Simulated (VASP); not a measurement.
As, 1 atom in the cell. The structure is cubic, space group Fm-3m (No. 225). The conventional cell has a = 3.413 Å, b = 3.413 Å, c = 3.413 Å, α = 90.00°, β = 90.00°, γ = 90.00°. Within 3.2 Å of As (site symmetry m-3m) lie 12 As at 2.41 Å. 

```yaml
Program: VASP 6.6.1
Task: relaxation of cell and atoms
Functional: PBE
Potentials_or_basis: VASP PAW PBE potentials, release 64 (As)
Cutoff: 600 eV
k_mesh: 19 × 19 × 19
Occupations: fermi-dirac, width 0.08 eV
Spin: no spin polarisation
Target_pressure: 220 GPa
Dipole_correction: no
Further_INCAR_settings: ALGO = Normal; EDIFF = 1e-06; IBRION = 2; EDIFFG = -0.005; NSW = 32; ISIF = 3
```

Potentials or basis: VASP PAW PBE potentials, release 64 (As).

Run with:

```sh
$ cat potpaw_PBE.64/As/POTCAR > POTCAR
$ mpirun -np 1 vasp_std > vasp.out
```

Hardware: 1 thread of Intel(R) Xeon(R) 6975P-C (Granite Rapids), with other jobs on the host.

Estimate the wall time of this run.

It took 12 s on 1 thread of Intel(R) Xeon(R) 6975P-C (Granite Rapids), with other jobs on the host, peak memory 0.14 GiB. Counts: scf iterations 23, k points 220, ion steps 4.
